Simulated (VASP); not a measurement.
# Cu (Fm-3m) in VASP: notebook, part 2 of 2

VASP 6.6.1. Earlier steps stand in the parts before.

## Step 5: Relaxation of cell and atoms, PBEsol+D3(BJ)

The input, INCAR:

```
PREC = Accurate ; ENCUT = 600
EDIFF = 1E-7 ; ISMEAR = -1
SIGMA = 0.05 ; LREAL = False
LASPH = True ; NELM = 120
ALGO = Normal ; ISIF = 3
LWAVE = False ; LCHARG = False
GGA = PS ; IVDW = 12
IBRION = 2 ; NSW = 80
EDIFFG = -0.005 ; GGA_COMPAT = False
NELMIN = 4
```

The input, KPOINTS:

```
regular mesh
0
Gamma
  13 13 13
```

The input, POSCAR:

```
Cu
1.0
    0.0000000000      1.8075000000      1.8075000000
    1.8075000000      0.0000000000      1.8075000000
    1.8075000000      1.8075000000      0.0000000000
Cu
1
Direct
    0.0000000000      0.0000000000      0.0000000000
```

Potentials or basis: VASP PAW PBE potentials, release 64 (Cu).

Run with:

```bash
$ cat potpaw_PBE.64/Cu/POTCAR > POTCAR
$ mpirun -np 1 vasp_std > vasp.out
```

OUTCAR:

```text
PREC = Accurate
   ENCUT = 600
   EDIFF = 1E-7
   ISMEAR = -1
   LREAL = False
   LASPH = True
   NELM = 120
   ISIF = 3
   GGA = PS
   IVDW = 12
   IBRION = 2
   NSW = 80
   EDIFFG = -0.005
   NELMIN = 4
 IVDW          = 12

 ion  position               nearest neighbor table
   1  0.000  0.000  0.000-

  LATTYP: Found a face centered cubic cell.
 ALAT       =     3.6150000000

  Lattice vectors:

 A1 = (   0.0000000000,   1.8075000000,   1.8075000000)
 A2 = (   1.8075000000,   0.0000000000,   1.8075000000)
 A3 = (   1.8075000000,   1.8075000000,   0.0000000000)

Analysis of symmetry for initial positions (statically):
=====================================================================
 Subroutine PRICEL returns:
 Original cell was already a primitive cell.

[... 245 lines left out ...]
 number of electron      10.9999996 magnetization

 Free energy of the ion-electron system (eV)
  ---------------------------------------------------
  ext. energy  EPLUGINS =         0.00000000
  ---------------------------------------------------
  free energy    TOTEN  =        -4.29856430 eV

  energy without entropy =       -4.29583138  energy(sigma->0) =       -4.29719784

 E-fermi :   8.6772     XC(G=0): -13.4101

 val. band max:        8.4999841695   @ k =   0.4615   0.2308   0.0000
 cond. band min:       8.6986809328   @ k =   0.4615   0.3077   0.0000
 fundamental gap:      0.1986967633
 Fermi energy:         8.6772219752

 k-point     1 :       0.0000    0.0000    0.0000
  band No.  band energies     occupation
      1      -1.5616      2.00000
      2       5.1897      2.00000
      3       5.1897      2.00000
      4       5.1897      2.00000
      5       6.1377      2.00000
      6       6.1377      2.00000
      7      31.7504      0.00000
      8      35.0328      0.00000
      9      35.0328      0.00000
[... 265 lines left out ...]
 k-point    24 :       0.4615    0.1538    0.0000
  band No.  band energies     occupation
      1       3.1846      2.00000
      2       4.7620      2.00000
      3       5.1846      2.00000
      4       5.5042      2.00000
      5       6.8027      2.00000
      6       8.1395      1.99996
      7      15.0074      0.00000
      8      26.1793      0.00000
      9      27.6843      0.00000

 [... further k-points ...]

------------------------ aborting loop because EDIFF is reached ----------------------------------------

 Edisp (eV)   -0.57085

 E8    (eV) :    -0.3725
[... 24 lines left out ...]
  FREE ENERGIE OF THE ION-ELECTRON SYSTEM (eV)
  ---------------------------------------------------
  free  energy   TOTEN  =        -4.8694159939 eV

  energy  without entropy=       -4.8666830711  energy(sigma->0) =       -4.86804953

 reached required accuracy - stopping structural energy minimisation
```

It took 10 s on 1 thread of Intel Xeon 6975P-C (Granite Rapids), shared host; peak memory 0.14 GiB.

Results:

```
Free energy                            : -4.8694 eV
Relaxed volume                         : 10.85 Å³/atom
Relaxed cell                           : a = 2.485 Å, b = 2.485 Å, c = 2.485 Å, α = 60.00°, β = 60.00°, γ = 60.00°
Space group after relaxing (to 0.05 Å) : Fm-3m (No. 225)
Energy gained by relaxing              : 42.6 meV/atom
Ionic steps                            : 3
Pressure after relaxing                : -0.1 GPa
Dispersion energy per atom             : -0.571 eV
```

Step by step:
| step | energy change (eV) | largest force (eV/Å) | pressure (GPa) | volume (Å³) |
| --- | --- | --- | --- | --- |
| 1 | 0.0000 | 0.0000 | -13.01 | 11.81 |
| 2 | -0.0206 | 0.0000 | 12.43 | 10.25 |
| 3 | -0.0426 | 0.0000 | -0.07 | 10.85 |

Final structure:
```xyz
1
Lattice="0.0000 1.7572 1.7572 1.7572 0.0000 1.7572 1.7572 1.7572 0.0000" Properties=species:S:1:pos:R:3 pbc="T T T"
Cu    0.0000    0.0000    0.0000
```

Caveat: the PAW data sets were made with another functional, which shifts forces and pressure a little; pairwise dispersion overbinds metals, which lowers pressure and volume.

## Step 6: Single point, PBE

The input, INCAR:

```
  PREC = Accurate
  ENCUT = 600
  EDIFF = 1E-6
  ISMEAR = -1
  SIGMA = 0.05
  LREAL = False
  LASPH = True
  NELM = 120
  ALGO = Normal
  ISIF = 2
  LWAVE = False
  LCHARG = False
  GGA = PE
  NBANDS = 12
  GGA_COMPAT = False
```

The input, KPOINTS:

```
Automatic mesh
0
Gamma
  11 11 11
```

POSCAR is that of step 5.

Potentials or basis: VASP PAW PBE potentials, release 64 (Cu).

Run with:

```bash
$ cat potpaw_PBE.64/Cu/POTCAR > POTCAR
$ mpirun -np 1 vasp_std > vasp.out
```

OUTCAR:

```text
PREC = Accurate
   ENCUT = 600
   EDIFF = 1E-6
   ISMEAR = -1
   LREAL = False
   LASPH = True
   NELM = 120
   ISIF = 2
   GGA = PE

 ion  position               nearest neighbor table
   1  0.000  0.000  0.000-

  LATTYP: Found a face centered cubic cell.
 ALAT       =     3.6150000000

  Lattice vectors:

 A1 = (   0.0000000000,   1.8075000000,   1.8075000000)
 A2 = (   1.8075000000,   0.0000000000,   1.8075000000)
 A3 = (   1.8075000000,   1.8075000000,   0.0000000000)

Analysis of symmetry for initial positions (statically):
=====================================================================
 Subroutine PRICEL returns:
 Original cell was already a primitive cell.

 Routine SETGRP: Setting up the symmetry group for a
 face centered cubic supercell.

 Subroutine GETGRP returns: Found 48 space group operations
[... 9 lines left out ...]

 Routine SETGRP: Setting up the symmetry group for a
 face centered cubic supercell.

 Subroutine GETGRP returns: Found 48 space group operations
[... 11 lines left out ...]
                                     Primitive cell

  volume of cell :      11.8104
[... 133 lines left out ...]

 E-fermi :   7.6776     XC(G=0): -12.7267

 val. band max:        7.5385058610   @ k =   0.4545   0.2727   0.0000
 cond. band min:       7.7813036424   @ k =   0.4545   0.3636   0.0000
 fundamental gap:      0.2427977814
 Fermi energy:         7.6776033939

 k-point     1 :       0.0000    0.0000    0.0000
  band No.  band energies     occupation
      1      -1.7663      2.00000
      2       4.5523      2.00000
      3       4.5523      2.00000
      4       4.5523      2.00000
      5       5.3739      2.00000
      6       5.3739      2.00000
      7      30.1790      0.00000
      8      32.8234      0.00000
      9      32.8234      0.00000
     10      32.8234      0.00000
     11      35.3137      0.00000
     12      35.3137      0.00000
[... 331 lines left out ...]
 k-point    24 :      -0.1818    0.1818    0.0000
  band No.  band energies     occupation
      1       1.1549      2.00000
      2       4.0923      2.00000
      3       4.6105      2.00000
      4       5.0437      2.00000
      5       5.0546      2.00000
      6       6.0100      2.00000
      7      20.9362      0.00000
      8      21.6735      0.00000
      9      31.6554      0.00000
     10      31.9358      0.00000
     11      34.8086      0.00000
     12      37.0474      0.00000

 [... further k-points ...]
[... 5 lines left out ...]
  --------------------------------------------------------------------------------------
  -------------------------------------------------------------------------------------
  Total        0.1552507      0.1552507      0.1552507      0.0000000      0.0000000      0.0000000
  in kB       21.0610161     21.0610161     21.0610161      0.0000000      0.0000000      0.0000000
  external PRESSURE =      21.0610161 kB  Pullay stress =       0.0000000 kB

 VOLUME and BASIS-vectors are now :
 -----------------------------------------------------------------------------
  energy-cutoff  :      600.00
  volume of cell :       11.81
      direct lattice vectors                 reciprocal lattice vectors
     0.000000000  1.807500000  1.807500000    -0.276625173  0.276625173  0.276625173
     1.807500000  0.000000000  1.807500000     0.276625173 -0.276625173  0.276625173
     1.807500000  1.807500000  0.000000000     0.276625173  0.276625173 -0.276625173

 POSITION                                       TOTAL-FORCE (eV/Angst)
 -----------------------------------------------------------------------------------
      0.00000      0.00000      0.00000         0.000000      0.000000      0.000000
 -----------------------------------------------------------------------------------
    total drift:                                0.000000     -0.000000      0.000000

  FREE ENERGIE OF THE ION-ELECTRON SYSTEM (eV)
  ---------------------------------------------------
  free  energy   TOTEN  =        -3.7323816478 eV

  energy  without entropy=       -3.7310172374  energy(sigma->0) =       -3.73169944
```

OSZICAR:

```text
N       E                     dE             d eps       ncg     rms          rms(c)
DAV:   1     0.443250199359E+02    0.44325E+02   -0.59328E+03  1500   0.173E+03
DAV:   2    -0.310215690595E+01   -0.47427E+02   -0.43637E+02  1380   0.214E+02
DAV:   3    -0.462756971138E+01   -0.15254E+01   -0.15092E+01  1620   0.427E+01
DAV:   4    -0.463753379087E+01   -0.99641E-02   -0.99626E-02  1560   0.305E+00
DAV:   5    -0.463762942735E+01   -0.95636E-04   -0.95636E-04  1640   0.297E-01    0.770E+00
DAV:   6    -0.411293591994E+01    0.52469E+00   -0.14566E+01  1604   0.733E+01    0.392E+00
DAV:   7    -0.374489319889E+01    0.36804E+00   -0.22884E+00  1620   0.290E+01    0.576E-01
DAV:   8    -0.373402720510E+01    0.10866E-01   -0.45928E-03  1536   0.106E+00    0.305E-01
DAV:   9    -0.373237980553E+01    0.16474E-02   -0.10106E-02  1692   0.178E+00    0.279E-02
DAV:  10    -0.373238289648E+01   -0.30910E-05   -0.34426E-05  1960   0.916E-02    0.895E-03
DAV:  11    -0.373238153926E+01    0.13572E-05   -0.11806E-06  1188   0.207E-02    0.212E-04
DAV:  12    -0.373238164783E+01   -0.10857E-06   -0.56734E-08   836   0.289E-03
   1 F= -.37323816E+01 E0= -.37316994E+01  d E =-.136441E-02
```

Wall time 7 s (1 thread of Intel Xeon Platinum 8488C (Sapphire Rapids), shared host); peak memory 0.12 GiB.

Results:

| Property | Result |
| --- | --- |
| Free energy | -3.7324 eV |
| Pressure | 2.1 GPa |

## Step 7: Summary

```csv
task,level,cell,k mesh,smearing,gap on the mesh (eV),pressure (GPa),relaxed volume (Å³/atom)
single point,PBE,as given,13 × 13 × 13,gaussian 0.016 eV,none,2.3,-
single point,PBE,as given,13 × 13 × 13,gaussian 0.026 eV,none,2.3,-
relaxation of cell and atoms,PBE+D4,relaxed,13 × 13 × 13,fermi-dirac 0.05 eV,none,0.0,11.44
relaxation of cell and atoms,PBEsol+D3(BJ),relaxed,13 × 13 × 13,fermi-dirac 0.05 eV,none,-0.1,10.85
single point,PBE,as given,11 × 11 × 11,fermi-dirac 0.05 eV,none,2.1,-
```

Alike in all rows: potentials or basis VASP PAW PBE potentials, release 64 (Cu); no spin polarisation; cutoff (eV) 600.

Every run on the cell as given and a fine mesh finds a metal.

Caveats: pairwise dispersion overbinds metals, which lowers pressure and volume (some runs); the PAW data sets were made with another functional, which shifts forces and pressure a little (some runs).

Total energies depend on the potentials used, so only differences within one code and one set of settings carry meaning.
